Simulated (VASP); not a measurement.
# AlGeO3 (R-3c) in VASP: single point with PBE

Aim: the single point of AlGeO3 with PBE.

Everything below comes from runs of VASP 6.6.1. Logs are shortened: lines on timing, memory, paths and dates and some standing lists are left out, and cuts for length are marked.

## Step 1: The cell of the first run

Symmetry: R-3c, No. 167, trigonal system. The conventional cell has a = 4.969 Å, b = 4.969 Å, c = 12.095 Å, α = 90.00°, β = 90.00°, γ = 120.00°. O (site symmetry 2) has 2 Al at 1.77 Å and 1 Ge at 2.26 Å within 2.3 Å. Within 3.1 Å of Ge (site symmetry 32) lie 12 O at 2.26 to 2.70 Å and 8 Al at 3.02 to 3.04 Å. Al (site symmetry -3) has 6 O at 1.77 Å within 2.3 Å.

## Step 2: Single point, PBE

File POSCAR:

```
AlGeO3
1.0
    2.4845640000      1.4344680000      4.0317490000
   -2.4845640000      1.4344680000      4.0317490000
    0.0000000000     -2.8689260000      4.0317490000
O Ge Al
6 2 2
Direct
    0.7943000000      0.7057000000      0.2500000000
    0.2500000000      0.7943000000      0.7057000000
    0.7057000000      0.2500000000      0.7943000000
    0.2057000000      0.2943000000      0.7500000000
    0.7500000000      0.2057000000      0.2943000000
    0.2943000000      0.7500000000      0.2057000000
    0.2500000000      0.2500000000      0.2500000000
    0.7500000000      0.7500000000      0.7500000000
    0.0000000000      0.0000000000      0.0000000000
    0.5000000000      0.5000000000      0.5000000000
```

File INCAR.step1:

```
SYSTEM = AlGeO3
  PREC = Accurate
  ENCUT = 520
  EDIFF = 1E-6
  ISMEAR = -1
  SIGMA = 0.0328
  LREAL = .False.
  LASPH = .True.
  NELM = 120
  ALGO = Normal
  ISIF = 2
  LWAVE = .False.
  LCHARG = .True.
  GGA = PE
  NBANDS = 46
  GGA_COMPAT = .False.
  NEDOS = 2001
  LORBIT = 11
```

File KPOINTS.step1:

```
Automatic mesh
0
Gamma
  7 7 7
  0 0 0
```

File INCAR.step2:

```
SYSTEM = AlGeO3
  PREC = Accurate
  ENCUT = 520
  EDIFF = 1E-6
  ISMEAR = -5
  SIGMA = 0.0328
  LREAL = .False.
  LASPH = .True.
  NELM = 120
  ALGO = Normal
  ISIF = 2
  LWAVE = .False.
  LCHARG = .False.
  GGA = PE
  LORBIT = 10
  NEDOS = 2001
  ICHARG = 11
  GGA_COMPAT = .False.
```

File KPOINTS.step2:

```
Automatic mesh
0
Gamma
  11 11 11
  0 0 0
```

Potentials or basis: VASP PAW PBE potentials, release 64 (O, Ge_d, Al).

Run with:

```bash
$ cat potpaw_PBE.64/O/POTCAR potpaw_PBE.64/Ge_d/POTCAR potpaw_PBE.64/Al/POTCAR > POTCAR
$ cp INCAR.step1 INCAR
$ cp KPOINTS.step1 KPOINTS
$ mpirun -np 1 vasp_std > vasp.out
$ cp INCAR.step2 INCAR
$ cp KPOINTS.step2 KPOINTS
$ mpirun -np 1 vasp_std > vasp.out
```

OUTCAR:

```text
SYSTEM = AlGeO3
   PREC = Accurate
   ENCUT = 520
   EDIFF = 1E-6
   ISMEAR = -5
   LREAL = .False.
   LASPH = .True.
   NELM = 120
   ISIF = 2
   GGA = PE
   LORBIT = 10
   ICHARG = 11

 ion  position               nearest neighbor table
   1  0.794  0.706  0.250-   9 1.77  10 1.77   7 2.26
   2  0.250  0.794  0.706-  10 1.77   9 1.77   7 2.26
   3  0.706  0.250  0.794-   9 1.77  10 1.77   7 2.26
   4  0.206  0.294  0.750-   9 1.77  10 1.77   8 2.26
   5  0.750  0.206  0.294-  10 1.77   9 1.77   8 2.26
   6  0.294  0.750  0.206-   9 1.77  10 1.77   8 2.26
   7  0.250  0.250  0.250-   1 2.26   2 2.26   3 2.26   9 3.02  10 3.02   9 3.04   9 3.04  10 3.04
                            10 3.04   9 3.04  10 3.04
   8  0.750  0.750  0.750-   4 2.26   5 2.26   6 2.26   9 3.02  10 3.02  10 3.04  10 3.04   9 3.04
                             9 3.04  10 3.04   9 3.04
   9  0.000  0.000  0.000-   3 1.77   6 1.77   5 1.77   2 1.77   1 1.77   4 1.77   7 3.02   8 3.02
                             8 3.04   8 3.04   7 3.04   7 3.04   8 3.04   7 3.04
  10  0.500  0.500  0.500-   2 1.77   5 1.77   3 1.77   6 1.77   1 1.77   4 1.77   7 3.02   8 3.02
                             7 3.04   7 3.04   8 3.04   8 3.04   7 3.04   8 3.04

  LATTYP: Found a trigonal (rhomboedric) cell.
 ALAT       =     4.9483064166
 COS(alpha) =     0.4957830235

  Lattice vectors:

 A1 = (   2.4845640000,   1.4344680000,   4.0317490000)
 A2 = (  -2.4845640000,   1.4344680000,   4.0317490000)
 A3 = (   0.0000000000,  -2.8689260000,   4.0317490000)

Analysis of symmetry for initial positions (statically):
=====================================================================
 Subroutine PRICEL returns:
 Original cell was already a primitive cell.

 Routine SETGRP: Setting up the symmetry group for a
 trigonal (rhombohedral) supercell.

 Subroutine GETGRP returns: Found 12 space group operations
 (whereof  6 operations were pure point group operations)
 out of a pool of 12 trial point group operations.

The static configuration has the point symmetry S_6 .
 The point group associated with its full space group is D_3d.

Analysis of symmetry for dynamics (positions and initial velocities):
=====================================================================
 Subroutine PRICEL returns:
 Original cell was already a primitive cell.

 Routine SETGRP: Setting up the symmetry group for a
 trigonal (rhombohedral) supercell.

 Subroutine GETGRP returns: Found 12 space group operations
 (whereof  6 operations were pure point group operations)
 out of a pool of 12 trial point group operations.

The dynamic configuration has the point symmetry S_6 .
 The point group associated with its full space group is D_3d.

 Subroutine INISYM returns: Found 12 space group operations
 (whereof  6 operations are pure point group operations),
 and found     1 'primitive' translations

----------------------------------------------------------------------------------------

                                     Primitive cell

  volume of cell :      86.2154

  direct lattice vectors                    reciprocal lattice vectors
     2.484564000  1.434468000  4.031749000     0.201242552  0.116187363  0.082677008
    -2.484564000  1.434468000  4.031749000    -0.201242552  0.116187363  0.082677008
     0.000000000 -2.868926000  4.031749000     0.000000000 -0.232374726  0.082677297

  length of vectors
     4.948308470  4.948308470  4.948306417     0.246644594  0.246644594  0.246644579

  position of ions in fractional coordinates (direct lattice)
     0.794300000  0.705700000  0.250000000
     0.250000000  0.794300000  0.705700000
     0.705700000  0.250000000  0.794300000
     0.205700000  0.294300000  0.750000000
     0.750000000  0.205700000  0.294300000
     0.294300000  0.750000000  0.205700000
     0.250000000  0.250000000  0.250000000
     0.750000000  0.750000000  0.750000000
     0.000000000  0.000000000  0.000000000
     0.500000000  0.500000000  0.500000000

  ion indices of the primitive-cell ions
   primitive index   ion index
                 1           1
                 2           2
                 3           3
                 4           4
                 5           5
                 6           6
                 7           7
                 8           8
                 9           9
                10          10

----------------------------------------------------------------------------------------

 KPOINTS: Automatic mesh

Automatic generation of k-mesh.
 Grid dimensions read from file:
 generate k-points for:   11   11   11

 Generating k-lattice:

  Cartesian coordinates                     Fractional coordinates (reciprocal lattice)
     0.018294777  0.010562488  0.007516092     0.090909091  0.000000000  0.000000000
    -0.018294777  0.010562488  0.007516092     0.000000000  0.090909091  0.000000000
     0.000000000 -0.021124975  0.007516118     0.000000000  0.000000000  0.090909091

  Length of vectors
     0.022422236  0.022422236  0.022422234

  Shift w.r.t. Gamma in fractional coordinates (k-lattice)
     0.000000000  0.000000000  0.000000000

 TETIRR: Found    671 inequivalent tetrahedra from     7986

 Subroutine IBZKPT returns following result:
 ===========================================

 Found    146 irreducible k-points:

 Following reciprocal coordinates:
            Coordinates               Weight
  0.000000  0.000000  0.000000      1.000000
  0.090909 -0.000000  0.000000      6.000000
  0.181818 -0.000000  0.000000      6.000000
  0.272727 -0.000000  0.000000      6.000000
  0.363636 -0.000000 -0.000000      6.000000
  0.454545  0.000000  0.000000      6.000000
[... 16 lines left out ...]
 -0.272727  0.181818  0.000000     12.000000
 -0.181818  0.181818  0.000000      6.000000
 [... further k-points ...]
   k-points           NKPTS =    146   k-points in BZ     NKDIM =    146   number of bands    NBANDS=     42
   number of dos      NEDOS =   2001   number of ions     NIONS =     10
   total plane-waves  NPLWV =  64000
   dimension x,y,z NGX =    40 NGY =   40 NGZ =   40
   dimension x,y,z NGXF=    80 NGYF=   80 NGZF=   80
   ions per type =               6   2   2
   NGX,Y,Z   is equivalent  to a cutoff of  13.44, 13.44, 13.44 a.u.
   NGXF,Y,Z  is equivalent  to a cutoff of  26.88, 26.88, 26.88 a.u.
 SYSTEM =  AlGeO3
   PREC   = accura    normal or accurate (medium, high low for compatibility)
   ISTART =      0    job   : 0-new  1-cont  2-samecut
   ICHARG =     11    charge: 1-file 2-atom 10-const
   ISPIN  =      1    spin polarized calculation?
   LNONCOLLINEAR =      F non collinear calculations
   LSORBIT =      F    spin-orbit coupling
   LASPH  =      T    aspherical Exc in radial PAW
   ENCUT  =  520.0 eV  38.22 Ry    6.18 a.u.   9.20  9.20  9.20*2*pi/ulx,y,z
   NELM   =    120;   NELMIN=  2; NELMDL=  0     # of ELM steps
   EDIFF  = 0.1E-05   stopping-criterion for ELM
   LREAL  =      F    real-space projection
   EDIFFG = 0.1E-04   stopping-criterion for IOM
   NSW    =      0    number of steps for IOM
   IBRION =     -1    ionic relax: 0-MD 1-quasi-New 2-CG
   NFREE  =      0    steps in history (QN), initial steepest desc. (CG)
   ISIF   =      2    stress and relaxation
   ISYM   =      2    0-nonsym 1-usesym 2-fastsym
   POTIM  = 0.5000    time-step for ionic-motion
   TEBEG  =    0.0;   TEEND  =   0.0 temperature during run
   PSTRESS=    0.0 pullay stress
   NELECT =      70.0000    total number of electrons
   NUPDOWN=      -1.0000    fix difference up-down
   EMIN   =  10.00;   EMAX   =-10.00  energy-range for DOS
   EFERMI =   0.00;   METHOD = LEGACY
   ISMEAR =    -5;   SIGMA  =   0.03  broadening in eV -4-tet -1-fermi 0-gaus
   EFERMI_NEDOS =   21; number of points for ismear=-14 and -15
   IALGO  =     38    algorithm
   IMIX   =      4    mixing-type and parameters
     AMIX     =   0.40;   BMIX     =  1.00
     AMIX_MAG =   1.60;   BMIX_MAG =  1.00
  volume/ion in A,a.u.               =       8.62        58.18
  Fermi-wavevector in a.u.,A,eV,Ry     =   1.527259  2.886100 31.735846  2.332519
  Thomas-Fermi vector in A             =   2.635179
   LORBIT       =     10    0 simple, 1 ext, 2 COOP (PROOUT), +10 PAW based schemes
   GGA     = PE    functional components
   LHFCALC =     F    Hartree Fock is set to
   AEXX    =    0.0000 exact exchange contribution
   IVDW    =     0    specifies the selected vdW correction
   LEPSILON=     F    determine dielectric tensor
   LRPA    =     F    only Hartree local field effects (RPA)
 non-spin polarized calculation
 Fermi weights with tetrahedron method with Bloechl corrections
  energy-cutoff  :      520.00
  volume of cell :       86.22
 maximum number of plane-waves:      2337
 NGX is ok and might be reduce to    40

 number of electron      69.9999987 magnetization

 Free energy of the ion-electron system (eV)
  ---------------------------------------------------
  ext. energy  EPLUGINS =         0.00000000
  ---------------------------------------------------
  free energy    TOTEN  =       -61.07872341 eV

  energy without entropy =      -61.07872341  energy(sigma->0) =      -61.07872341

 E-fermi :   7.6998     XC(G=0): -12.5327

 val. band max:        7.7733339978   @ k =  -0.3636   0.2727   0.1818
 cond. band min:       7.6576898866   @ k =  -0.4545   0.1818  -0.0000
 fundamental gap:     -0.1156441112
 Fermi energy:         7.6997880217

 k-point     1 :       0.0000    0.0000    0.0000
  band No.  band energies     occupation
      1     -16.9835      2.00000
      2     -16.9643      2.00000
      3     -16.9643      2.00000
      4     -16.9631      2.00000
      5     -16.9630      2.00000
      6     -16.9488      2.00000
[... 34 lines left out ...]
     41      15.3752      0.00000
     42      15.3752      0.00000

 k-point     2 :       0.0909   -0.0000    0.0000
  band No.  band energies     occupation
      1     -16.9826      2.00000
      2     -16.9637      2.00000
      3     -16.9636      2.00000
      4     -16.9622      2.00000
      5     -16.9622      2.00000
      6     -16.9490      2.00000
[... 34 lines left out ...]
     41      15.1978      0.00000
     42      15.2483      0.00000

 k-point     3 :       0.1818   -0.0000    0.0000
  band No.  band energies     occupation
      1     -16.9798      2.00000
      2     -16.9616      2.00000
      3     -16.9615      2.00000
      4     -16.9597      2.00000
      5     -16.9597      2.00000
      6     -16.9499      2.00000
[... 897 lines left out ...]
      4     -16.9540      2.00000
      5     -16.9486      2.00000
      6     -16.9479      2.00000
[... 34 lines left out ...]
     41      14.1910      0.00000
     42      14.6791      0.00000

 k-point    24 :      -0.1818    0.1818    0.0000
  band No.  band energies     occupation
      1     -16.9748      2.00000
      2     -16.9597      2.00000
      3     -16.9594      2.00000
      4     -16.9561      2.00000
      5     -16.9528      2.00000
      6     -16.9499      2.00000
[... 34 lines left out ...]
     41      14.4511      0.00000
     42      14.8688      0.00000

 [... further k-points ...]

------------------------ aborting loop because EDIFF is reached ----------------------------------------

  FORCE on cell =-STRESS in cart. coord.  units (eV):
  Direction    XX          YY          ZZ          XY          YZ          ZX
  --------------------------------------------------------------------------------------
  -------------------------------------------------------------------------------------
  Total       17.9427338     17.9427581     20.1068811      0.0000000      0.0000166      0.0000000
  in kB      333.4374796    333.4379317    373.6547537      0.0000000      0.0003089      0.0000000
  external PRESSURE =     346.8433884 kB  Pullay stress =       0.0000000 kB

 VOLUME and BASIS-vectors are now :
 -----------------------------------------------------------------------------
  energy-cutoff  :      520.00
  volume of cell :       86.22
      direct lattice vectors                 reciprocal lattice vectors
     2.484564000  1.434468000  4.031749000     0.201242552  0.116187363  0.082677008
    -2.484564000  1.434468000  4.031749000    -0.201242552  0.116187363  0.082677008
     0.000000000 -2.868926000  4.031749000     0.000000000 -0.232374726  0.082677297

 POSITION                                       TOTAL-FORCE (eV/Angst)
 -----------------------------------------------------------------------------------
      0.22013      1.43447      7.05556         1.784518      0.000000      0.000000
     -1.35235     -0.52659      7.05556        -0.892259      1.545439      0.000000
      1.13222     -0.90787      7.05556        -0.892259     -1.545439      0.000000
     -0.22013     -1.43446      5.03969        -1.784518      0.000000     -0.000000
      1.35235      0.52660      5.03969         0.892259     -1.545439      0.000000
     -1.13222      0.90788      5.03969         0.892259      1.545439      0.000000
      0.00000      0.00000      3.02381         0.000000      0.000000      0.000000
      0.00000      0.00001      9.07144         0.000000     -0.000000      0.000000
      0.00000      0.00000      0.00000         0.000000      0.000000      0.000000
      0.00000      0.00001      6.04762         0.000000     -0.000000      0.000000
 -----------------------------------------------------------------------------------
    total drift:                               -0.000000     -0.000000      0.000000

  FREE ENERGIE OF THE ION-ELECTRON SYSTEM (eV)
  ---------------------------------------------------
  free  energy   TOTEN  =       -61.0787234060 eV

  energy  without entropy=      -61.0787234060  energy(sigma->0) =      -61.07872341

 total charge

# of ion       s       p       d       tot
------------------------------------------
    1        1.581   3.561   0.000   5.143
    2        1.581   3.561   0.000   5.143
    3        1.581   3.561   0.000   5.143
    4        1.581   3.561   0.000   5.143
    5        1.581   3.561   0.000   5.143
    6        1.581   3.561   0.000   5.143
    7        1.261   0.586  10.082  11.929
    8        1.261   0.586  10.082  11.929
    9        0.348   0.537   0.000   0.885
   10        0.348   0.537   0.000   0.885
--------------------------------------------------
tot         12.707  23.616  20.163  56.486
```

It took 11 min on 1 thread of Oxide Virtual Turin-like, shared host; peak memory 0.5 GiB.

Results:

```
Valence electrons inside the program's atomic spheres : O 5.14; Ge 11.93; Al 0.89
```
